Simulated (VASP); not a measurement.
# Mg3Sb2 (P-3m1) in VASP: a series of runs

Runs on Mg3Sb2. Level: r2SCAN. Tasks: single point.

All numbers are computed with VASP 6.6.1; they aren't measurements. Logs are shortened: lines on timing, memory, paths and dates and some standing lists are left out, and cuts for length are marked.

## Step 1: The cell of the first run

It takes space group P-3m1 (No. 164, trigonal). Conventional cell: a = 4.572 Å, b = 4.572 Å, c = 7.245 Å, α = 90.00°, β = 90.00°, γ = 120.00°. Within 3.8 Å of Mg (site symmetry 3m) lie 4 Sb at 2.82 to 2.93 Å and 6 Mg at 3.27 to 3.74 Å. Mg (site symmetry -3m) has 6 Sb at 3.12 Å and 6 Mg at 3.74 Å within 4.1 Å. Within 3.7 Å of Sb (site symmetry 3m) lie 7 Mg at 2.82 to 3.12 Å.

## Step 2: Single point, r2SCAN

The input, POSCAR:

```
Mg3Sb2
1.0
    4.5715054069      0.0000000000      0.0000000000
   -2.2857527034      3.9590398159      0.0000000000
    0.0000000000      0.0000000000      7.2448996440
Mg Sb
3 2
Direct
    0.3333333333      0.6666666667      0.6335056526
    0.6666666667      0.3333333333      0.3664943474
    0.0000000000      0.0000000000      0.0000000000
    0.3333333333      0.6666666667      0.2286768368
    0.6666666667      0.3333333333      0.7713231632
```

The input, INCAR.step1:

```
SYSTEM = Mg3Sb2
  PREC = Accurate
  ENCUT = 660
  ISMEAR = -1
  SIGMA = 0.02
  LREAL = .False.
  LASPH = .True.
  NELM = 120
  NBANDS = 16
  GGA = PE
  ALGO = Normal
  EDIFF = 1E-5
  LWAVE = .True.
  LCHARG = .False.
  GGA_COMPAT = .False.
```

The input, INCAR.step2:

```
SYSTEM = Mg3Sb2
  PREC = Accurate
  ENCUT = 660
  EDIFF = 1E-6
  ISMEAR = -1
  SIGMA = 0.02
  LREAL = .False.
  LASPH = .True.
  NELM = 120
  ALGO = Normal
  ISIF = 2
  LWAVE = .False.
  LCHARG = .False.
  METAGGA = R2SCAN
  LMIXTAU = .True.
  NBANDS = 16
  ISTART = 1
  GGA_COMPAT = .False.
```

The input, KPOINTS:

```
regular mesh
0
Gamma
  6 6 4
  0 0 0
```

Potentials or basis: VASP PAW PBE potentials, release 64 (Mg, Sb).

Command:

```sh
$ cat potpaw_PBE.64/Mg/POTCAR potpaw_PBE.64/Sb/POTCAR > POTCAR
$ cp INCAR.step1 INCAR
$ mpirun -np 1 vasp_std > vasp.out
$ cp INCAR.step2 INCAR
$ mpirun -np 1 vasp_std > vasp.out
```

OUTCAR:

```text
SYSTEM = Mg3Sb2
   PREC = Accurate
   ENCUT = 660
   EDIFF = 1E-6
   ISMEAR = -1
   LREAL = .False.
   LASPH = .True.
   NELM = 120
   ISIF = 2
   METAGGA = R2SCAN
   ISTART = 1

 ion  position               nearest neighbor table
   1  0.333  0.667  0.634-   5 2.82   5 2.82   5 2.82   4 2.93   2 3.27   2 3.27   2 3.27
   2  0.667  0.333  0.366-   4 2.82   4 2.82   4 2.82   5 2.93   1 3.27   1 3.27   1 3.27
   3  0.000  0.000  0.000-   4 3.12   5 3.12   4 3.12   5 3.12   5 3.12   4 3.12
   4  0.333  0.667  0.229-   2 2.82   2 2.82   2 2.82   1 2.93   3 3.12   3 3.12   3 3.12
   5  0.667  0.333  0.771-   1 2.82   1 2.82   1 2.82   2 2.93   3 3.12   3 3.12   3 3.12

  LATTYP: Found a hexagonal cell.
 ALAT       =     4.5715054069
 C/A-ratio  =     1.5847951603

  Lattice vectors:

 A1 = (   4.5715054069,   0.0000000000,   0.0000000000)
 A2 = (  -2.2857527034,   3.9590398159,   0.0000000000)
 A3 = (   0.0000000000,   0.0000000000,   7.2448996440)

Analysis of symmetry for initial positions (statically):
=====================================================================
 Subroutine PRICEL returns:
 Original cell was already a primitive cell.

 Routine SETGRP: Setting up the symmetry group for a
 hexagonal supercell.

 Subroutine GETGRP returns: Found 12 space group operations
 (whereof 12 operations were pure point group operations)
 out of a pool of 24 trial point group operations.

The static configuration has the point symmetry D_3d.

Analysis of symmetry for dynamics (positions and initial velocities):
=====================================================================
 Subroutine PRICEL returns:
 Original cell was already a primitive cell.

 Routine SETGRP: Setting up the symmetry group for a
 hexagonal supercell.

 Subroutine GETGRP returns: Found 12 space group operations
 (whereof 12 operations were pure point group operations)
 out of a pool of 24 trial point group operations.

The dynamic configuration has the point symmetry D_3d.

 Subroutine INISYM returns: Found 12 space group operations
 (whereof 12 operations are pure point group operations),
 and found     1 'primitive' translations

----------------------------------------------------------------------------------------

                                     Primitive cell

  volume of cell :     131.1238

  direct lattice vectors                    reciprocal lattice vectors
     4.571505407  0.000000000  0.000000000     0.218746323  0.126293249  0.000000000
    -2.285752703  3.959039816  0.000000000     0.000000000  0.252586497  0.000000000
     0.000000000  0.000000000  7.244899644     0.000000000  0.000000000  0.138028137

  length of vectors
     4.571505407  4.571505407  7.244899644     0.252586497  0.252586497  0.138028137

  position of ions in fractional coordinates (direct lattice)
     0.333333333  0.666666667  0.633505653
     0.666666667  0.333333333  0.366494347
     0.000000000  0.000000000  0.000000000
     0.333333333  0.666666667  0.228676837
     0.666666667  0.333333333  0.771323163

  ion indices of the primitive-cell ions
   primitive index   ion index
                 1           1
                 2           2
                 3           3
                 4           4
                 5           5

----------------------------------------------------------------------------------------

 KPOINTS: regular mesh

Automatic generation of k-mesh.
 Grid dimensions read from file:
 generate k-points for:    6    6    4

 Generating k-lattice:

  Cartesian coordinates                     Fractional coordinates (reciprocal lattice)
     0.036457721  0.021048875  0.000000000     0.166666667  0.000000000  0.000000000
     0.000000000  0.042097750  0.000000000     0.000000000  0.166666667  0.000000000
     0.000000000  0.000000000  0.034507034     0.000000000  0.000000000  0.250000000

  Length of vectors
     0.042097750  0.042097750  0.034507034

  Shift w.r.t. Gamma in fractional coordinates (k-lattice)
     0.000000000  0.000000000  0.000000000

 Subroutine IBZKPT returns following result:
 ===========================================

 Found     24 irreducible k-points:

 Following reciprocal coordinates:
            Coordinates               Weight
  0.000000  0.000000  0.000000      1.000000
  0.166667 -0.000000  0.000000      6.000000
  0.333333 -0.000000  0.000000      6.000000
  0.500000  0.000000  0.000000      3.000000
  0.166667  0.166667  0.000000      6.000000
  0.333333  0.166667  0.000000     12.000000
[... 16 lines left out ...]
  0.333333  0.166667  0.500000     12.000000
  0.333333  0.333333  0.500000      2.000000
   k-points           NKPTS =     24   k-points in BZ     NKDIM =     24   number of bands    NBANDS=     16
   number of dos      NEDOS =    301   number of ions     NIONS =      5
   total plane-waves  NPLWV = 102400
   dimension x,y,z NGX =    40 NGY =   40 NGZ =   64
   dimension x,y,z NGXF=    80 NGYF=   80 NGZF=  128
   ions per type =               3   2
   NGX,Y,Z   is equivalent  to a cutoff of  14.55, 14.55, 14.69 a.u.
   NGXF,Y,Z  is equivalent  to a cutoff of  29.09, 29.09, 29.37 a.u.
 SYSTEM =  Mg3Sb2
   PREC   = accura    normal or accurate (medium, high low for compatibility)
   ISTART =      1    job   : 0-new  1-cont  2-samecut
   ICHARG =      0    charge: 1-file 2-atom 10-const
   ISPIN  =      1    spin polarized calculation?
   LNONCOLLINEAR =      F non collinear calculations
   LSORBIT =      F    spin-orbit coupling
   LASPH  =      T    aspherical Exc in radial PAW
   ENCUT  =  660.0 eV  48.51 Ry    6.96 a.u.   9.58  9.58 15.18*2*pi/ulx,y,z
   NELM   =    120;   NELMIN=  2; NELMDL=  0     # of ELM steps
   EDIFF  = 0.1E-05   stopping-criterion for ELM
   LREAL  =      F    real-space projection
   EDIFFG = 0.1E-04   stopping-criterion for IOM
   NSW    =      0    number of steps for IOM
   IBRION =     -1    ionic relax: 0-MD 1-quasi-New 2-CG
   NFREE  =      0    steps in history (QN), initial steepest desc. (CG)
   ISIF   =      2    stress and relaxation
   ISYM   =      2    0-nonsym 1-usesym 2-fastsym
   POTIM  = 0.5000    time-step for ionic-motion
   TEBEG  =    0.0;   TEEND  =   0.0 temperature during run
   PSTRESS=    0.0 pullay stress
   NELECT =      16.0000    total number of electrons
   NUPDOWN=      -1.0000    fix difference up-down
   EMIN   =  10.00;   EMAX   =-10.00  energy-range for DOS
   EFERMI =   0.00;   METHOD = LEGACY
   ISMEAR =    -1;   SIGMA  =   0.02  broadening in eV -4-tet -1-fermi 0-gaus
   EFERMI_NEDOS =   21; number of points for ismear=-14 and -15
   IALGO  =     38    algorithm
   IMIX   =      4    mixing-type and parameters
     AMIX     =   0.40;   BMIX     =  1.00
     AMIX_MAG =   1.60;   BMIX_MAG =  1.00
  volume/ion in A,a.u.               =      26.22       176.97
  Fermi-wavevector in a.u.,A,eV,Ry     =   0.811997  1.534452  8.970850  0.659339
  Thomas-Fermi vector in A             =   1.921459
   LORBIT       =      0    0 simple, 1 ext, 2 COOP (PROOUT), +10 PAW based schemes
   METAGGA = R2SCAN    functional components
   LHFCALC =     F    Hartree Fock is set to
   AEXX    =    0.0000 exact exchange contribution
   IVDW    =     0    specifies the selected vdW correction
   LEPSILON=     F    determine dielectric tensor
   LRPA    =     F    only Hartree local field effects (RPA)
 non-spin polarized calculation
  energy-cutoff  :      660.00
  volume of cell :      131.12
 maximum number of plane-waves:      5095
 NGX is ok and might be reduce to    40
   NGX = 19   NGY = 19   NGZ = 31

 number of electron      16.0000000 magnetization

 Free energy of the ion-electron system (eV)
  ---------------------------------------------------
  ext. energy  EPLUGINS =         0.00000000
  ---------------------------------------------------
  free energy    TOTEN  =       -66.25312703 eV

  energy without entropy =      -66.25312703  energy(sigma->0) =      -66.25312703

 E-fermi :   4.6202     XC(G=0):  -9.1717

 val. band max:        4.3447111191   @ k =   0.0000   0.0000   0.0000
 cond. band min:       4.9096374901   @ k =   0.3333   0.3333   0.0000
 fundamental gap:      0.5649263710
 Fermi energy:         4.6201727832

 k-point     1 :       0.0000    0.0000    0.0000
  band No.  band energies     occupation
      1      -6.3392      2.00000
      2      -5.0331      2.00000
      3      -0.6896      2.00000
      4       3.1900      2.00000
      5       3.1900      2.00000
      6       3.9271      2.00000
[... 8 lines left out ...]
     15       8.7930      0.00000
     16       9.7690      0.00000

 k-point     2 :       0.1667   -0.0000    0.0000
  band No.  band energies     occupation
      1      -6.1401      2.00000
      2      -4.9183      2.00000
      3      -0.4422      2.00000
      4       1.8282      2.00000
      5       2.6963      2.00000
      6       2.7379      2.00000
[... 8 lines left out ...]
     15       8.8325      0.00000
     16       9.3921      0.00000

 k-point     3 :       0.3333   -0.0000    0.0000
  band No.  band energies     occupation
      1      -5.6171      2.00000
      2      -4.7170      2.00000
      3       0.1165      2.00000
      4       0.3651      2.00000
      5       1.1694      2.00000
      6       2.1712      2.00000
[... 8 lines left out ...]
     15      10.3389      0.00000
     16      10.3976      0.00000

 k-point     4 :       0.5000    0.0000    0.0000
  band No.  band energies     occupation
      1      -5.1809      2.00000
      2      -4.7314      2.00000
      3      -0.4135      2.00000
      4       0.4871      2.00000
      5       1.0245      2.00000
      6       1.9557      2.00000
[... 8 lines left out ...]
     15      10.6800      0.00000
     16      11.3309      0.00000
[... 324 lines left out ...]
 k-point    22 :       0.1667    0.1667    0.5000
  band No.  band energies     occupation
      1      -5.3880      2.00000
      2      -5.2782      2.00000
      3       0.4938      2.00000
      4       0.6047      2.00000
      5       2.1414      2.00000
      6       2.2080      2.00000
[... 8 lines left out ...]
     15       9.1415      0.00000
     16      10.0511      0.00000

 k-point    23 :       0.3333    0.1667    0.5000
  band No.  band energies     occupation
      1      -4.9792      2.00000
      2      -4.9335      2.00000
      3      -0.3302      2.00000
      4      -0.1061      2.00000
      5       1.3519      2.00000
      6       1.6673      2.00000
[... 8 lines left out ...]
     15      10.4751      0.00000
     16      10.5823      0.00000

 k-point    24 :       0.3333    0.3333    0.5000
  band No.  band energies     occupation
      1      -4.8154      2.00000
      2      -4.8154      2.00000
      3      -0.0470      2.00000
      4      -0.0470      2.00000
      5       0.3039      2.00000
      6       0.8903      2.00000
[... 8 lines left out ...]
     15      10.0175      0.00000
     16      10.3382      0.00000

------------------------ aborting loop because EDIFF is reached ----------------------------------------

  FORCE on cell =-STRESS in cart. coord.  units (eV):
  Direction    XX          YY          ZZ          XY          YZ          ZX
  --------------------------------------------------------------------------------------
  -------------------------------------------------------------------------------------
  Total       -0.0761111     -0.0761111     -0.0508890     -0.0000000     -0.0000000     -0.0000000
  in kB       -0.9299869     -0.9299869     -0.6218029     -0.0000000     -0.0000000     -0.0000000
  external PRESSURE =      -0.8272589 kB  Pullay stress =       0.0000000 kB

 VOLUME and BASIS-vectors are now :
 -----------------------------------------------------------------------------
  energy-cutoff  :      660.00
  volume of cell :      131.12
      direct lattice vectors                 reciprocal lattice vectors
     4.571505407  0.000000000  0.000000000     0.218746323  0.126293249  0.000000000
    -2.285752703  3.959039816  0.000000000     0.000000000  0.252586497  0.000000000
     0.000000000  0.000000000  7.244899644     0.000000000  0.000000000  0.138028137

 POSITION                                       TOTAL-FORCE (eV/Angst)
 -----------------------------------------------------------------------------------
     -0.00000      2.63936      4.58968         0.000000     -0.000000      0.000749
      2.28575      1.31968      2.65521        -0.000000      0.000000     -0.000749
      0.00000      0.00000      0.00000        -0.000000      0.000000      0.000000
     -0.00000      2.63936      1.65674        -0.000000      0.000000     -0.009191
      2.28575      1.31968      5.58816        -0.000000      0.000000      0.009191
 -----------------------------------------------------------------------------------
    total drift:                               -0.000000     -0.000000     -0.000000

  FREE ENERGIE OF THE ION-ELECTRON SYSTEM (eV)
  ---------------------------------------------------
  free  energy   TOTEN  =       -66.2531270339 eV

  energy  without entropy=      -66.2531270252  energy(sigma->0) =      -66.25312703
```

Wall time 5.4 min (1 thread of Intel Xeon 6975P-C (Granite Rapids), shared host); peak memory 0.37 GiB.

What came out:

| Quantity | Value |
| --- | --- |
| Free energy | -66.2531 eV |
| Pressure | -0.1 GPa |
| Largest force | 0.009 eV/Å |
| Band gap on the k mesh | 0.56 eV (least direct gap 1.74 eV) |

Forces in eV/Å, atoms in the order of the input:
```
Mg   0.000  0.000  0.001
Mg   0.000  0.000 -0.001
Mg   0.000  0.000  0.000
Sb   0.000  0.000 -0.009
Sb   0.000  0.000  0.009
```

Caveat: the PAW data sets were made with another functional, which shifts forces and pressure a little; spin-orbit coupling is left out, which moves the levels of the heavy elements. A k mesh can miss the band edges.

(Part 1 of 2 ends here.)
